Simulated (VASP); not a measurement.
# Ta (P6_3/mmc) in VASP: notebook

Runs on Ta. Level: LDA. Tasks: single point.

All numbers are computed with VASP 6.6.1; they aren't measurements. Logs are shortened: lines on timing, memory, paths and dates and some standing lists are left out, and cuts for length are marked.

## (1) The cell of the first run

It takes space group P6_3/mmc (No. 194, hexagonal). Conventional cell: a = 2.861 Å, b = 2.861 Å, c = 5.096 Å, α = 90.00°, β = 90.00°, γ = 120.00°. Ta (site symmetry -6m2) has 12 Ta at 2.86 to 3.04 Å within 3.8 Å.

## (2) Single point, LDA

Input file INCAR:

```
PREC     = Accurate       # precision mode
ENCUT    = 520            # plane-wave cutoff, eV
EDIFF    = 1E-6           # SCF threshold, eV
ISMEAR   = 1              # smearing method
SIGMA    = 0.1            # smearing width, eV
LREAL    = F              # projectors in reciprocal space
LASPH    = T              # aspherical terms in the spheres
NELM     = 100            # most SCF steps
ALGO     = Normal         # electronic algorithm
ISIF     = 2              # what is computed and relaxed
LWAVE    = F              # write WAVECAR
LCHARG   = F              # write CHGCAR
NBANDS   = 18             # bands
```

Input file KPOINTS:

```
regular mesh
0
Gamma
  11 11 6
```

Input file POSCAR:

```
Ta
1.0
    2.8611729786      0.0000000000      0.0000000000
   -1.4305864893      2.4778486494      0.0000000000
    0.0000000000      0.0000000000      5.0964509272
Ta
2
Direct
    0.6666666667      0.3333333333      0.7500000000
    0.3333333333      0.6666666667      0.2500000000
```

Potentials or basis: VASP PAW LDA potentials, release 64 (Ta_pv).

Launch:

```
$ cat potpaw_LDA.64/Ta_pv/POTCAR > POTCAR
$ mpirun -np 1 vasp_std > vasp.out
```

OUTCAR:

```text
PREC = Accurate
   ENCUT = 520
   EDIFF = 1E-6
   ISMEAR = 1
   LREAL = F
   LASPH = T
   NELM = 100
   ISIF = 2

 ion  position               nearest neighbor table
   1  0.667  0.333  0.750-   2 3.04   2 3.04   2 3.04   2 3.04   2 3.04   2 3.04
   2  0.333  0.667  0.250-   1 3.04   1 3.04   1 3.04   1 3.04   1 3.04   1 3.04

  LATTYP: Found a hexagonal cell.
 ALAT       =     2.8611729786
 C/A-ratio  =     1.7812453023

  Lattice vectors:

 A1 = (   2.8611729786,   0.0000000000,   0.0000000000)
 A2 = (  -1.4305864893,   2.4778486494,   0.0000000000)
 A3 = (   0.0000000000,   0.0000000000,   5.0964509272)

Analysis of symmetry for initial positions (statically):
=====================================================================
 Subroutine PRICEL returns:
 Original cell was already a primitive cell.

 Routine SETGRP: Setting up the symmetry group for a
 hexagonal supercell.

 Subroutine GETGRP returns: Found 24 space group operations
 (whereof 12 operations were pure point group operations)
 out of a pool of 24 trial point group operations.

The static configuration has the point symmetry D_3d.
 The point group associated with its full space group is D_6h.

Analysis of symmetry for dynamics (positions and initial velocities):
=====================================================================
 Subroutine PRICEL returns:
 Original cell was already a primitive cell.

 Routine SETGRP: Setting up the symmetry group for a
 hexagonal supercell.

 Subroutine GETGRP returns: Found 24 space group operations
 (whereof 12 operations were pure point group operations)
 out of a pool of 24 trial point group operations.

The dynamic configuration has the point symmetry D_3d.
 The point group associated with its full space group is D_6h.

 Subroutine INISYM returns: Found 24 space group operations
 (whereof 12 operations are pure point group operations),
 and found     1 'primitive' translations

----------------------------------------------------------------------------------------

                                     Primitive cell

  volume of cell :      36.1316

  direct lattice vectors                    reciprocal lattice vectors
     2.861172979  0.000000000  0.000000000     0.349507006  0.201787950  0.000000000
    -1.430586489  2.477848649  0.000000000     0.000000000  0.403575901  0.000000000
     0.000000000  0.000000000  5.096450927     0.000000000  0.000000000  0.196214977

[... 76 lines left out ...]
   ICHARG =      2    charge: 1-file 2-atom 10-const
   ISPIN  =      1    spin polarized calculation?
   LNONCOLLINEAR =      F non collinear calculations
   LSORBIT =      F    spin-orbit coupling
   LASPH  =      T    aspherical Exc in radial PAW
   ENCUT  =  520.0 eV  38.22 Ry    6.18 a.u.   5.32  5.32  9.48*2*pi/ulx,y,z
   NELM   =    100;   NELMIN=  2; NELMDL= -5     # of ELM steps
   EDIFF  = 0.1E-05   stopping-criterion for ELM
   LREAL  =      F    real-space projection
   EDIFFG = 0.1E-04   stopping-criterion for IOM
   NSW    =      0    number of steps for IOM
   IBRION =     -1    ionic relax: 0-MD 1-quasi-New 2-CG
   NFREE  =      0    steps in history (QN), initial steepest desc. (CG)
   ISIF   =      2    stress and relaxation
   ISYM   =      2    0-nonsym 1-usesym 2-fastsym
   POTIM  = 0.5000    time-step for ionic-motion
   TEBEG  =    0.0;   TEEND  =   0.0 temperature during run
   PSTRESS=    0.0 pullay stress
   NELECT =      22.0000    total number of electrons
   NUPDOWN=      -1.0000    fix difference up-down
   EMIN   =  10.00;   EMAX   =-10.00  energy-range for DOS
   EFERMI =   0.00;   METHOD = LEGACY
   ISMEAR =     1;   SIGMA  =   0.10  broadening in eV -4-tet -1-fermi 0-gaus
   EFERMI_NEDOS =   21; number of points for ismear=-14 and -15
   IALGO  =     38    algorithm
   IMIX   =      4    mixing-type and parameters
     AMIX     =   0.40;   BMIX     =  1.00
     AMIX_MAG =   1.60;   BMIX_MAG =  1.00
  volume/ion in A,a.u.               =      18.07       121.91
  Fermi-wavevector in a.u.,A,eV,Ry     =   1.387565  2.622118 26.195812  1.925338
  Thomas-Fermi vector in A             =   2.511774
   LORBIT       =      0    0 simple, 1 ext, 2 COOP (PROOUT), +10 PAW based schemes
   GGA     = CA    functional components
   LHFCALC =     F    Hartree Fock is set to
   AEXX    =    0.0000 exact exchange contribution
   IVDW    =     0    specifies the selected vdW correction
   LEPSILON=     F    determine dielectric tensor
   LRPA    =     F    only Hartree local field effects (RPA)
 non-spin polarized calculation
 Methfessel and Paxton  Order N= 1 SIGMA  =   0.10
  energy-cutoff  :      520.00
  volume of cell :       36.13
 maximum number of plane-waves:       990
 NGX is ok and might be reduce to    24
   NGX = 11   NGY = 11   NGZ = 19

 number of electron      22.0000000 magnetization

 Free energy of the ion-electron system (eV)
  ---------------------------------------------------
  ext. energy  EPLUGINS =         0.00000000
  ---------------------------------------------------
  free energy    TOTEN  =       -25.04994457 eV

  energy without entropy =      -25.05015449  energy(sigma->0) =      -25.05001454

 E-fermi :   5.7742     XC(G=0): -12.7689

 val. band max:        5.7595104866   @ k =   0.0909   0.0909   0.1667
 cond. band min:       5.7881101830   @ k =   0.3636  -0.0000   0.0000
 fundamental gap:      0.0285996964
 Fermi energy:         5.7742401413

 k-point     1 :       0.0000    0.0000    0.0000
  band No.  band energies     occupation
      1     -28.5999      2.00000
      2     -27.6484      2.00000
      3     -27.5150      2.00000
      4     -27.5150      2.00000
      5     -27.4198      2.00000
      6     -27.4198      2.00000
[... 481 lines left out ...]
      5     -27.6561      2.00000
      6     -27.5679      2.00000
[... 10 lines left out ...]
     17      11.0732      0.00000
     18      13.0569      0.00000

 [... further k-points ...]
[... 5 lines left out ...]
  --------------------------------------------------------------------------------------
  -------------------------------------------------------------------------------------
  Total       -0.8964711     -0.8964712     -0.6595954      0.0000000     -0.0000000      0.0000000
  in kB      -39.7521042    -39.7521095    -29.2483541      0.0000000     -0.0000000      0.0000000
  external PRESSURE =     -36.2508559 kB  Pullay stress =       0.0000000 kB

 VOLUME and BASIS-vectors are now :
 -----------------------------------------------------------------------------
  energy-cutoff  :      520.00
  volume of cell :       36.13
      direct lattice vectors                 reciprocal lattice vectors
     2.861172979  0.000000000  0.000000000     0.349507006  0.201787950  0.000000000
    -1.430586489  2.477848649  0.000000000     0.000000000  0.403575901  0.000000000
     0.000000000  0.000000000  5.096450927     0.000000000  0.000000000  0.196214977

 POSITION                                       TOTAL-FORCE (eV/Angst)
 -----------------------------------------------------------------------------------
      1.43059      0.82595      3.82234         0.000000      0.000000      0.000000
     -0.00000      1.65190      1.27411        -0.000000     -0.000000      0.000000
 -----------------------------------------------------------------------------------
    total drift:                               -0.000000      0.000000     -0.000000

  FREE ENERGIE OF THE ION-ELECTRON SYSTEM (eV)
  ---------------------------------------------------
  free  energy   TOTEN  =       -25.0499445745 eV

  energy  without entropy=      -25.0501544857  energy(sigma->0) =      -25.05001454
```

OSZICAR:

```text
N       E                     dE             d eps       ncg     rms          rms(c)
DAV:   1     0.171726916350E+03    0.17173E+03   -0.12988E+04  2304   0.128E+03
DAV:   2    -0.215590729655E+02   -0.19329E+03   -0.19010E+03  2788   0.358E+02
DAV:   3    -0.259808038573E+02   -0.44217E+01   -0.43707E+01  2812   0.512E+01
DAV:   4    -0.260137170074E+02   -0.32913E-01   -0.32854E-01  2562   0.450E+00
DAV:   5    -0.260139771146E+02   -0.26011E-03   -0.26009E-03  2634   0.379E-01    0.188E+01
DAV:   6    -0.252868317796E+02    0.72715E+00   -0.73352E-01  2548   0.727E+00    0.901E+00
DAV:   7    -0.250544926406E+02    0.23234E+00   -0.60296E-01  2616   0.621E+00    0.454E-01
DAV:   8    -0.250499787446E+02    0.45139E-02   -0.78334E-03  2598   0.835E-01    0.103E-01
DAV:   9    -0.250499478007E+02    0.30944E-04   -0.15464E-04  2756   0.907E-02    0.537E-02
DAV:  10    -0.250499451246E+02    0.26761E-05   -0.18606E-05  2796   0.295E-02    0.534E-03
DAV:  11    -0.250499445745E+02    0.55014E-06   -0.19233E-06  1670   0.973E-03
   1 F= -.25049945E+02 E0= -.25050015E+02  d E =0.209911E-03
```

It took 28 s on 1 thread of AMD EPYC 7R13 (Zen 3), shared host; peak memory 0.13 GiB.

Results:

```yaml
Free_energy: -25.0499 eV
Pressure: -3.6 GPa
Band_gap_on_the_k_mesh: zero (band 11 reaches 7.43 eV, above the bottom of band 12 at 5.00 eV)
```

Stress tensor (GPa, compression positive):
```
-3.98  0.00  0.00
 0.00 -3.98  0.00
 0.00  0.00 -2.92
```

Levels at points of the mesh, in eV from the Fermi level:
| k point | band 7 | band 8 | band 9 | band 10 | band 11 | band 12 | band 13 | band 14 | band 15 | band 16 |
| --- | --- | --- | --- | --- | --- | --- | --- | --- | --- | --- |
| (0.00, 0.00, 0.00) | -8.22 | -4.98 | -0.63 | 0.17 | 0.58 | 0.58 | 1.17 | 1.17 | 3.03 | 3.03 |
| (0.00, 0.00, 0.50) | -6.33 | -6.33 | -1.19 | -1.19 | 0.63 | 0.63 | 0.63 | 0.63 | 4.55 | 4.55 |

Caveat: spin-orbit coupling is left out, which moves the levels of the heavy elements.

(Continued in part 2 of 2.)
